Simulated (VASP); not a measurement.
# Al2O3 (R-3c) in VASP: single point with PBE

Aim: the single point of Al2O3 with PBE.

All numbers are computed with VASP 6.6.1; they aren't measurements. Logs are shortened: lines on timing, memory, paths and dates and some standing lists are left out, and cuts for length are marked.

**1. The cell of the first run**

The structure is trigonal, space group R-3c (No. 167). Conventional cell: a = 4.760 Å, b = 4.760 Å, c = 12.996 Å, α = 90.00°, β = 90.00°, γ = 120.00°. Al (site symmetry 3) has 6 O at 1.86 to 1.97 Å within 2.5 Å. Within 2.9 Å of O (site symmetry 2) lie 4 Al at 1.86 to 1.97 Å and 12 O at 2.53 to 2.87 Å.

**2. Single point, PBE**

Input file INCAR:

```
SYSTEM = Al2O3
PREC = Accurate
ENCUT = 520
EDIFF = 1E-6
ISMEAR = -1
SIGMA = 0.02
LREAL = .False.
LASPH = .True.
NELM = 60
ALGO = Normal
ISIF = 2
LWAVE = .False.
LCHARG = .False.
GGA = PE
NBANDS = 35
```

Input file KPOINTS:

```
Automatic mesh
0
Gamma
  5 5 5
  0 0 0
```

Input file POSCAR:

```
Al2O3
1.0
    2.3802500000      1.3742379782      4.3318666667
   -2.3802500000      1.3742379782      4.3318666667
    0.0000000000     -2.7484759565      4.3318666667
Al O
4 6
Direct
    0.3520818657      0.3520818657      0.3520818657
    0.1479181343      0.1479181343      0.1479181343
    0.6479181343      0.6479181343      0.6479181343
    0.8520818657      0.8520818657      0.8520818657
    0.5564631077      0.9435368923      0.2500000000
    0.2500000000      0.5564631077      0.9435368923
    0.9435368923      0.2500000000      0.5564631077
    0.4435368923      0.0564631077      0.7500000000
    0.7500000000      0.4435368923      0.0564631077
    0.0564631077      0.7500000000      0.4435368923
```

Potentials or basis: VASP PAW PBE potentials, release 64 (Al, O).

Command:

```sh
> cat potpaw_PBE.64/Al/POTCAR potpaw_PBE.64/O/POTCAR > POTCAR
> mpirun -np 1 vasp_std > vasp.out
```

OUTCAR:

```text
SYSTEM = Al2O3
   PREC = Accurate
   ENCUT = 520
   EDIFF = 1E-6
   ISMEAR = -1
   LREAL = .False.
   LASPH = .True.
   NELM = 60
   ISIF = 2
   GGA = PE

 ion  position               nearest neighbor table
   1  0.352  0.352  0.352-   9 1.86  10 1.86   8 1.86   7 1.97   5 1.97   6 1.97   2 2.65   3 2.79
                             3 2.79   3 2.79   2 3.22   2 3.22   2 3.22
   2  0.148  0.148  0.148-  10 1.86   9 1.86   8 1.86   6 1.97   5 1.97   7 1.97   1 2.65   4 2.79
                             4 2.79   4 2.79   1 3.22   1 3.22   1 3.22
   3  0.648  0.648  0.648-   6 1.86   7 1.86   5 1.86  10 1.97   8 1.97   9 1.97   4 2.65   1 2.79
                             1 2.79   1 2.79   4 3.22   4 3.22   4 3.22
   4  0.852  0.852  0.852-   7 1.86   6 1.86   5 1.86   9 1.97   8 1.97  10 1.97   3 2.65   2 2.79
                             2 2.79   2 2.79   3 3.22   3 3.22   3 3.22
   5  0.556  0.944  0.250-   3 1.86   4 1.86   1 1.97   2 1.97
   6  0.250  0.556  0.944-   3 1.86   4 1.86   2 1.97   1 1.97
   7  0.944  0.250  0.556-   4 1.86   3 1.86   1 1.97   2 1.97
   8  0.444  0.056  0.750-   1 1.86   2 1.86   3 1.97   4 1.97
   9  0.750  0.444  0.056-   1 1.86   2 1.86   4 1.97   3 1.97
  10  0.056  0.750  0.444-   2 1.86   1 1.86   3 1.97   4 1.97

  LATTYP: Found a trigonal (rhomboedric) cell.
 ALAT       =     5.1302230849
 COS(alpha) =     0.5694707703

  Lattice vectors:

 A1 = (   2.3802500000,   1.3742379782,   4.3318666667)
 A2 = (  -2.3802500000,   1.3742379782,   4.3318666667)
 A3 = (   0.0000000000,  -2.7484759565,   4.3318666667)

Analysis of symmetry for initial positions (statically):
=====================================================================
 Subroutine PRICEL returns:
 Original cell was already a primitive cell.

 Routine SETGRP: Setting up the symmetry group for a
 trigonal (rhombohedral) supercell.

 Subroutine GETGRP returns: Found 12 space group operations
 (whereof  6 operations were pure point group operations)
 out of a pool of 12 trial point group operations.

The static configuration has the point symmetry S_6 .
 The point group associated with its full space group is D_3d.

Analysis of symmetry for dynamics (positions and initial velocities):
=====================================================================
 Subroutine PRICEL returns:
 Original cell was already a primitive cell.

 Routine SETGRP: Setting up the symmetry group for a
 trigonal (rhombohedral) supercell.

 Subroutine GETGRP returns: Found 12 space group operations
 (whereof  6 operations were pure point group operations)
 out of a pool of 12 trial point group operations.

The dynamic configuration has the point symmetry S_6 .
 The point group associated with its full space group is D_3d.

 Subroutine INISYM returns: Found 12 space group operations
 (whereof  6 operations are pure point group operations),
 and found     1 'primitive' translations

----------------------------------------------------------------------------------------

                                     Primitive cell

  volume of cell :      85.0180

  direct lattice vectors                    reciprocal lattice vectors
     2.380250000  1.374237978  4.331866667     0.210061968  0.121279334  0.076949121
    -2.380250000  1.374237978  4.331866667    -0.210061968  0.121279334  0.076949121
     0.000000000 -2.748475957  4.331866667     0.000000000 -0.242558668  0.076949121

  length of vectors
     5.130223085  5.130223085  5.130223085     0.254471756  0.254471756  0.254471756

  position of ions in fractional coordinates (direct lattice)
     0.352081866  0.352081866  0.352081866
     0.147918134  0.147918134  0.147918134
     0.647918134  0.647918134  0.647918134
     0.852081866  0.852081866  0.852081866
     0.556463108  0.943536892  0.250000000
     0.250000000  0.556463108  0.943536892
     0.943536892  0.250000000  0.556463108
     0.443536892  0.056463108  0.750000000
     0.750000000  0.443536892  0.056463108
     0.056463108  0.750000000  0.443536892

  ion indices of the primitive-cell ions
   primitive index   ion index
                 1           1
                 2           2
                 3           3
                 4           4
                 5           5
                 6           6
                 7           7
                 8           8
                 9           9
                10          10

----------------------------------------------------------------------------------------

 KPOINTS: Automatic mesh

Automatic generation of k-mesh.
 Grid dimensions read from file:
 generate k-points for:    5    5    5

 Generating k-lattice:

  Cartesian coordinates                     Fractional coordinates (reciprocal lattice)
     0.042012394  0.024255867  0.015389824     0.200000000  0.000000000  0.000000000
    -0.042012394  0.024255867  0.015389824     0.000000000  0.200000000  0.000000000
     0.000000000 -0.048511734  0.015389824    -0.000000000 -0.000000000  0.200000000

  Length of vectors
     0.050894351  0.050894351  0.050894351

  Shift w.r.t. Gamma in fractional coordinates (k-lattice)
     0.000000000  0.000000000  0.000000000

 Subroutine IBZKPT returns following result:
 ===========================================

 Found     19 irreducible k-points:

 Following reciprocal coordinates:
            Coordinates               Weight
  0.000000  0.000000  0.000000      1.000000
  0.200000 -0.000000  0.000000      6.000000
  0.400000 -0.000000 -0.000000      6.000000
  0.200000  0.200000  0.000000      6.000000
  0.400000  0.200000 -0.000000     12.000000
 -0.400000  0.200000  0.000000     12.000000
[... 11 lines left out ...]
  0.400000  0.400000  0.400000      2.000000
 -0.400000  0.400000  0.400000      6.000000
   k-points           NKPTS =     19   k-points in BZ     NKDIM =     19   number of bands    NBANDS=     35
   number of dos      NEDOS =    301   number of ions     NIONS =     10
   total plane-waves  NPLWV =  64000
   dimension x,y,z NGX =    40 NGY =   40 NGZ =   40
   dimension x,y,z NGXF=    80 NGYF=   80 NGZF=   80
   ions per type =               4   6
   NGX,Y,Z   is equivalent  to a cutoff of  12.96, 12.96, 12.96 a.u.
   NGXF,Y,Z  is equivalent  to a cutoff of  25.92, 25.92, 25.92 a.u.
 SYSTEM =  Al2O3
   PREC   = accura    normal or accurate (medium, high low for compatibility)
   ISTART =      0    job   : 0-new  1-cont  2-samecut
   ICHARG =      2    charge: 1-file 2-atom 10-const
   ISPIN  =      1    spin polarized calculation?
   LNONCOLLINEAR =      F non collinear calculations
   LSORBIT =      F    spin-orbit coupling
   LASPH  =      T    aspherical Exc in radial PAW
   ENCUT  =  520.0 eV  38.22 Ry    6.18 a.u.   9.54  9.54  9.54*2*pi/ulx,y,z
   NELM   =     60;   NELMIN=  2; NELMDL= -5     # of ELM steps
   EDIFF  = 0.1E-05   stopping-criterion for ELM
   LREAL  =      F    real-space projection
   EDIFFG = 0.1E-04   stopping-criterion for IOM
   NSW    =      0    number of steps for IOM
   IBRION =     -1    ionic relax: 0-MD 1-quasi-New 2-CG
   NFREE  =      0    steps in history (QN), initial steepest desc. (CG)
   ISIF   =      2    stress and relaxation
   ISYM   =      2    0-nonsym 1-usesym 2-fastsym
   POTIM  = 0.5000    time-step for ionic-motion
   TEBEG  =    0.0;   TEEND  =   0.0 temperature during run
   PSTRESS=    0.0 pullay stress
   NELECT =      48.0000    total number of electrons
   NUPDOWN=      -1.0000    fix difference up-down
   EMIN   =  10.00;   EMAX   =-10.00  energy-range for DOS
   EFERMI =   0.00;   METHOD = LEGACY
   ISMEAR =    -1;   SIGMA  =   0.02  broadening in eV -4-tet -1-fermi 0-gaus
   EFERMI_NEDOS =   21; number of points for ismear=-14 and -15
   IALGO  =     38    algorithm
   IMIX   =      4    mixing-type and parameters
     AMIX     =   0.40;   BMIX     =  1.00
     AMIX_MAG =   1.60;   BMIX_MAG =  1.00
  volume/ion in A,a.u.               =       8.50        57.37
  Fermi-wavevector in a.u.,A,eV,Ry     =   1.353064  2.556920 24.909299  1.830782
  Thomas-Fermi vector in A             =   2.480350
   LORBIT       =      0    0 simple, 1 ext, 2 COOP (PROOUT), +10 PAW based schemes
   GGA     = PE    functional components
   LHFCALC =     F    Hartree Fock is set to
   AEXX    =    0.0000 exact exchange contribution
   IVDW    =     0    specifies the selected vdW correction
   LEPSILON=     F    determine dielectric tensor
   LRPA    =     F    only Hartree local field effects (RPA)
 non-spin polarized calculation
  energy-cutoff  :      520.00
  volume of cell :       85.02
 maximum number of plane-waves:      2304
 NGX is ok and might be reduce to    40
   NGX = 19   NGY = 19   NGZ = 19

 number of electron      48.0000013 magnetization

 Free energy of the ion-electron system (eV)
  ---------------------------------------------------
  ext. energy  EPLUGINS =         0.00000000
  ---------------------------------------------------
  free energy    TOTEN  =       -74.75254917 eV

  energy without entropy =      -74.75254917  energy(sigma->0) =      -74.75254917

 E-fermi :   6.5793     XC(G=0): -11.6853

 val. band max:        6.1375837878   @ k =   0.0000   0.0000   0.0000
 cond. band min:      12.3583150510   @ k =   0.0000   0.0000   0.0000
 fundamental gap:      6.2207312632
 Fermi energy:         6.5793079245

 k-point     1 :       0.0000    0.0000    0.0000
  band No.  band energies     occupation
      1     -13.1050      2.00000
      2     -10.7713      2.00000
      3     -10.4911      2.00000
      4     -10.4911      2.00000
      5     -10.1747      2.00000
      6     -10.1747      2.00000
[... 27 lines left out ...]
     34      19.7054      0.00000
     35      20.7878      0.00000
[... 653 lines left out ...]
      5     -10.2464      2.00000
      6     -10.1795      2.00000
[... 27 lines left out ...]
     34      19.3367      0.00000
     35      20.3146      0.00000

------------------------ aborting loop because EDIFF is reached ----------------------------------------

  FORCE on cell =-STRESS in cart. coord.  units (eV):
  Direction    XX          YY          ZZ          XY          YZ          ZX
  --------------------------------------------------------------------------------------
  -------------------------------------------------------------------------------------
  Total        3.9295238      3.9295238      3.6203767      0.0000000     -0.0000000      0.0000000
  in kB       74.0524886     74.0524886     68.2265630      0.0000000     -0.0000000      0.0000000
  external PRESSURE =      72.1105134 kB  Pullay stress =       0.0000000 kB

 VOLUME and BASIS-vectors are now :
 -----------------------------------------------------------------------------
  energy-cutoff  :      520.00
  volume of cell :       85.02
      direct lattice vectors                 reciprocal lattice vectors
     2.380250000  1.374237978  4.331866667     0.210061968  0.121279334  0.076949121
    -2.380250000  1.374237978  4.331866667    -0.210061968  0.121279334  0.076949121
     0.000000000 -2.748475957  4.331866667     0.000000000 -0.242558668  0.076949121

 POSITION                                       TOTAL-FORCE (eV/Angst)
 -----------------------------------------------------------------------------------
      0.00000     -0.00000      4.57552         0.000000      0.000000     -0.004393
      0.00000     -0.00000      1.92228         0.000000     -0.000000      0.004393
      0.00000     -0.00000      8.42008         0.000000     -0.000000      0.004393
      0.00000     -0.00000     11.07332         0.000000      0.000000     -0.004393
     -0.92133      1.37424      7.58077         0.001416     -0.000000     -0.000000
     -0.72946     -1.48502      7.58077        -0.000708      0.001226     -0.000000
      1.65079      0.11078      7.58077        -0.000708     -0.001226     -0.000000
      0.92133     -1.37424      5.41483        -0.001416     -0.000000     -0.000000
      0.72946      1.48502      5.41483         0.000708     -0.001226     -0.000000
     -1.65079     -0.11078      5.41483         0.000708      0.001226     -0.000000
 -----------------------------------------------------------------------------------
    total drift:                                0.000000     -0.000000      0.000000

  FREE ENERGIE OF THE ION-ELECTRON SYSTEM (eV)
  ---------------------------------------------------
  free  energy   TOTEN  =       -74.7525491694 eV

  energy  without entropy=      -74.7525491694  energy(sigma->0) =      -74.75254917
```

It took 46 s on 1 thread of Intel Xeon Platinum 8488C (Sapphire Rapids), shared host; peak memory 0.24 GiB.

What came out:

| Property | Result |
| --- | --- |
| Free energy | -74.7525 eV |
| Pressure | 7.2 GPa |
| Largest force | 0.004 eV/Å |
| Band gap on the k mesh | 6.22 eV |

Forces in eV/Å, atoms in the order of the input:
```
Al   0.000  0.000 -0.004
Al   0.000  0.000  0.004
Al   0.000  0.000  0.004
Al   0.000  0.000 -0.004
O    0.001  0.000  0.000
O   -0.001  0.001  0.000
O   -0.001 -0.001  0.000
O   -0.001  0.000  0.000
O    0.001 -0.001  0.000
O    0.001  0.001  0.000
```

Caveat: the cell stands under pressure.
